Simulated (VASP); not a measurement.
# Au (Cmcm) in VASP: notebook, part 2 of 2

VASP 6.6.1.

### 5 Single point, PBEsol (strain +0.0050 x Voigt [0, 1, 0, 0, 0, 0])

INCAR

```
PREC     = Accurate       # precision mode
ENCUT    = 520            # plane-wave cutoff, eV
EDIFF    = 1E-6           # SCF threshold, eV
ISMEAR   = 0              # smearing method
SIGMA    = 0.15           # smearing width, eV
LREAL    = F              # projectors in reciprocal space
LASPH    = T              # aspherical terms in the spheres
NELM     = 80             # most SCF steps
ALGO     = Fast           # electronic algorithm
ISIF     = 2              # what is computed and relaxed
LWAVE    = F              # write WAVECAR
LCHARG   = F              # write CHGCAR
GGA      = PS             # functional
NBANDS   = 18             # bands
```

KPOINTS

```
Automatic mesh
0
Gamma
  24 24 12
```

POSCAR

```
Au
1.0
    1.4100150311     -2.5295881144      0.0000000000
    1.4100150311      2.5295881144      0.0000000000
    0.0000000000      0.0000000000      4.8006775662
Au
2
Direct
    0.6638639510      0.3361360490      0.2500000000
    0.3361360490      0.6638639510      0.7500000000
```

Run with:

```
$ cat potpaw_PBE.64/Au/POTCAR > POTCAR
$ mpirun -np 1 vasp_std > vasp.out
```

Run time: 8.2 min. Hardware: 1 thread of Oxide Virtual Turin-like, shared host; peak memory 0.57 GiB.

The run converged. Its results:

| Item | Value |
| --- | --- |
| Free energy | -7.8324 eV |
| Pressure | -1.0 GPa |
| Largest force | 0.009 eV/Å |
| Band gap on the k mesh | zero (bands 11 and 12 overlap by 6.73 eV) |

Forces on the atoms (eV/Å):
```
Au   0.000  0.009  0.000
Au   0.000 -0.009  0.000
```

Stress tensor (GPa, compression positive):
```
-0.24  0.00  0.00
 0.00 -1.77  0.00
 0.00  0.00 -1.12
```

Levels at points of the mesh, in eV from the Fermi level:
| k point | band 7 | band 8 | band 9 | band 10 | band 11 | band 12 | band 13 | band 14 | band 15 | band 16 |
| --- | --- | --- | --- | --- | --- | --- | --- | --- | --- | --- |
| (0.00, 0.00, 0.00) | -4.00 | -3.63 | -3.43 | -2.14 | -2.14 | -1.14 | 2.71 | 14.48 | 15.78 | 16.77 |
| (0.50, 0.00, 0.00) | -3.64 | -1.92 | -1.82 | -1.65 | 0.43 | 1.71 | 5.84 | 7.33 | 7.50 | 9.96 |
| (0.50, 0.50, 0.00) | -3.83 | -1.90 | -1.86 | -1.69 | 0.26 | 1.30 | 5.59 | 7.05 | 7.20 | 10.91 |
| (0.00, 0.00, 0.50) | -4.36 | -4.36 | -2.67 | -2.67 | -2.53 | -2.53 | 10.68 | 10.68 | 14.83 | 14.83 |
| (0.50, 0.00, 0.50) | -2.42 | -2.42 | -1.71 | -1.71 | 0.56 | 0.56 | 4.09 | 4.09 | 13.26 | 13.26 |
| (0.50, 0.50, 0.50) | -2.35 | -2.35 | -1.78 | -1.78 | 0.21 | 0.21 | 3.69 | 3.69 | 12.97 | 12.97 |

Caveat: the cell differs from its parent crystal (strain +0.0050 x Voigt [0, 1, 0, 0, 0, 0]); the PAW data sets were made with another functional, which shifts forces and pressure a little; spin-orbit coupling is left out, which moves the levels of the heavy elements.

### 6 Single point, PBEsol (strain +0.0100 x Voigt [0, 1, 0, 0, 0, 0])

INCAR

```
PREC = Accurate
ENCUT = 520
EDIFF = 1E-6
ISMEAR = 0
SIGMA = 0.15
LREAL = False
LASPH = True
NELM = 80
ALGO = Fast
ISIF = 2
LWAVE = False
LCHARG = False
GGA = PS
NBANDS = 18
```

KPOINTS

```
regular mesh
0
Gamma
  24 24 12
```

POSCAR

```
Au
1.0
    1.4100150311     -2.5421731299      0.0000000000
    1.4100150311      2.5421731299      0.0000000000
    0.0000000000      0.0000000000      4.8006775662
Au
2
Direct
    0.6638639510      0.3361360490      0.2500000000
    0.3361360490      0.6638639510      0.7500000000
```

Potentials or basis: VASP PAW PBE potentials, release 64 (Au).

Run with:

```
$ cat potpaw_PBE.64/Au/POTCAR > POTCAR
$ mpirun -np 1 vasp_std > vasp.out
```

OUTCAR:

```text
PREC = Accurate
   ENCUT = 520
   EDIFF = 1E-6
   ISMEAR = 0
   LREAL = False
   LASPH = True
   NELM = 80
   ISIF = 2
   GGA = PS

 ion  position               nearest neighbor table
   1  0.664  0.336  0.250-   2 2.92   2 2.92   2 2.92   2 2.92   2 2.92   2 2.92
   2  0.336  0.664  0.750-   1 2.92   1 2.92   1 2.92   1 2.92   1 2.92   1 2.92

  LATTYP: Found a base centered orthorhombic cell.
 ALAT       =     2.8200300622
 B/A-ratio  =     1.8029404466
 C/A-ratio  =     1.7023497836

  Lattice vectors:

 A1 = (   1.4100150311,  -2.5421731299,   0.0000000000)
 A2 = (   1.4100150311,   2.5421731299,   0.0000000000)
 A3 = (   0.0000000000,   0.0000000000,   4.8006775662)

Analysis of symmetry for initial positions (statically):
=====================================================================
 Subroutine PRICEL returns:
 Original cell was already a primitive cell.

 Routine SETGRP: Setting up the symmetry group for a
 base centered orthorhombic supercell.

 Subroutine GETGRP returns: Found  8 space group operations
 (whereof  4 operations were pure point group operations)
 out of a pool of  8 trial point group operations.

The static configuration has the point symmetry C_2h.
[... 164 lines left out ...]

 E-fermi :   9.0840     XC(G=0): -12.8266

 val. band max:        9.0831330773   @ k =  -0.2500   0.2500   0.2500
 cond. band min:       9.0847288521   @ k =   0.2500   0.1667   0.4167
 fundamental gap:      0.0015957748
 Fermi energy:         9.0839868255

 k-point     1 :       0.0000    0.0000    0.0000
  band No.  band energies     occupation
      1      -0.7030      2.00000
      2       1.7964      2.00000
      3       4.3145      2.00000
      4       4.3206      2.00000
      5       4.7103      2.00000
      6       4.8654      2.00000
[... 481 lines left out ...]
      5       4.8516      2.00000
      6       5.1344      2.00000
[... 10 lines left out ...]
     17      20.9934      0.00000
     18      23.6768      0.00000

 [... further k-points ...]

------------------------ aborting loop because EDIFF is reached ----------------------------------------

  FORCE on cell =-STRESS in cart. coord.  units (eV):
  Direction    XX          YY          ZZ          XY          YZ          ZX
  --------------------------------------------------------------------------------------
  -------------------------------------------------------------------------------------
  Total       -0.2011916     -0.6007073     -0.3789419      0.0000000      0.0000000      0.0000000
  in kB       -9.3661060    -27.9648248    -17.6409421      0.0000000      0.0000000      0.0000000
  external PRESSURE =     -18.3239577 kB  Pullay stress =       0.0000000 kB

 VOLUME and BASIS-vectors are now :
 -----------------------------------------------------------------------------
  energy-cutoff  :      520.00
  volume of cell :       34.42
      direct lattice vectors                 reciprocal lattice vectors
     1.410015031 -2.542173130  0.000000000     0.354606149 -0.196682120  0.000000000
     1.410015031  2.542173130  0.000000000     0.354606149  0.196682120  0.000000000
     0.000000000  0.000000000  4.800677566     0.000000000  0.000000000  0.208303929

 POSITION                                       TOTAL-FORCE (eV/Angst)
 -----------------------------------------------------------------------------------
      1.41002     -0.83314      1.20017         0.000000      0.012478      0.000000
      1.41002      0.83314      3.60051         0.000000     -0.012478      0.000000
 -----------------------------------------------------------------------------------
    total drift:                                0.000000      0.000000     -0.000000

  FREE ENERGIE OF THE ION-ELECTRON SYSTEM (eV)
  ---------------------------------------------------
  free  energy   TOTEN  =        -7.8300429427 eV

  energy  without entropy=       -7.8232718854  energy(sigma->0) =       -7.82665741
```

stdout:

```text
POSCAR found type information on POSCAR Au
 POSCAR found :  1 types and       2 ions
 scaLAPACK will be used
 -----------------------------------------------------------------------------
|                                                                             |
|                                                                             |
|     You enforced a specific xc type in the INCAR file but a different       |
|     I HOPE YOU KNOW WHAT YOU ARE DOING!                                     |
|                                                                             |
 -----------------------------------------------------------------------------

 LDA part: xc-table for (Slater+PW92), standard interpolation
 POSCAR, INCAR and KPOINTS ok, starting setup
 FFT: planning ... GRIDC
 FFT: planning ... GRID_SOFT
 FFT: planning ... GRID
 WAVECAR not read
 entering main loop
```

It took 12 min on 1 thread of Oxide Virtual Turin-like, shared host; peak memory 0.58 GiB.

Results:

```
Free energy            : -7.8300 eV
Pressure               : -1.8 GPa
Largest force          : 0.012 eV/Å
Band gap on the k mesh : zero (bands 11 and 12 overlap by 6.66 eV)
```

Forces in eV/Å, atoms in the order of the input:
```
Au   0.000  0.012  0.000
Au   0.000 -0.012  0.000
```

Stress tensor (GPa, compression positive):
```
-0.94  0.00  0.00
 0.00 -2.80  0.00
 0.00  0.00 -1.76
```

Caveat: the cell differs from its parent crystal (strain +0.0100 x Voigt [0, 1, 0, 0, 0, 0]); the PAW data sets were made with another functional, which shifts forces and pressure a little; spin-orbit coupling is left out, which moves the levels of the heavy elements.

### 7 Overview

| cell | gap on the mesh (eV) | pressure (GPa) | largest force (eV/Å) |
| --- | --- | --- | --- |
| a = 2.874, b = 2.874, c = 4.801 Å, angles 90.0, 90.0, 121.2°, 2 atoms | none | 0.6 | - |
| a = 2.918, b = 2.918, c = 4.801 Å, angles 90.0, 90.0, 122.2°, 2 atoms | none | -2.6 | 0.02 |
| a = 2.924, b = 2.924, c = 4.801 Å, angles 90.0, 90.0, 122.3°, 2 atoms | none | -3.0 | 0.02 |
| a = 2.896, b = 2.896, c = 4.801 Å, angles 90.0, 90.0, 121.7°, 2 atoms | none | -1.0 | 0.01 |
| a = 2.907, b = 2.907, c = 4.801 Å, angles 90.0, 90.0, 122.0°, 2 atoms | none | -1.8 | 0.01 |

Alike in all rows: task single point; level PBEsol; potentials or basis VASP PAW PBE potentials, release 64 (Au); no spin polarisation; k mesh 24 × 24 × 12; cutoff (eV) 520; smearing gaussian 0.15 eV.

Caveats: the PAW data sets were made with another functional, which shifts forces and pressure a little; spin-orbit coupling is left out, which moves the levels of the heavy elements.

Absolute energies hang on the potentials; compare differences alone.
